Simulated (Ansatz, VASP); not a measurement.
Os in VASP and in Ansatz

```
Os
1.0
     2.51537    0.00000    0.00000
    -1.25769    2.17838    0.00000
     0.00000    0.00000    4.14691
Os
2
Direct
  0.33333 0.66667 0.25000
  0.66667 0.33333 0.75000
```

Change from the starting cell: strain -0.080 along x and y, -0.040 along z, atoms carried along.

Alike in both runs: task single point; functional PBE; k mesh 18 × 18 × 12; occupations gaussian, width 0.15 eV; no spin polarisation.

```csv
,VASP,Ansatz
version,VASP 6.6.1,Ansatz 0.2.0
potentials or method,"VASP PAW PBE potentials, release 64 (Os), cutoff 520 eV","scalar-relativistic, plane waves, PAW"
valence electrons in the cell,16,32
```

Ansatz gave:

| Property | Result |
| --- | --- |
| gap on the k mesh at the Fermi level (eV) | none |
| pressure (GPa) | 155.1 |
| traceless stress, the component that is largest in VASP (GPa) | -28.71 |

Q: What did VASP give for the same quantities?

A: gap on the k mesh at the Fermi level (eV): none; pressure (GPa): 160.8; traceless stress, the component that is largest in VASP (GPa): -29.06.

A gap of «none» marks a metal or a gap that the smearing closes. Both programs put the cell under a high pressure, so it lies far from rest at this level. With one functional, cell and mesh, what is left measures potentials, basis and numerics. VASP's potentials hold 16 valence electrons a cell and Ansatz's 32, so a difference there can come from the potentials and not from the codes.

Neither program's run includes spin-orbit coupling. Noted on VASP's run: the cell as given lies far from equilibrium.
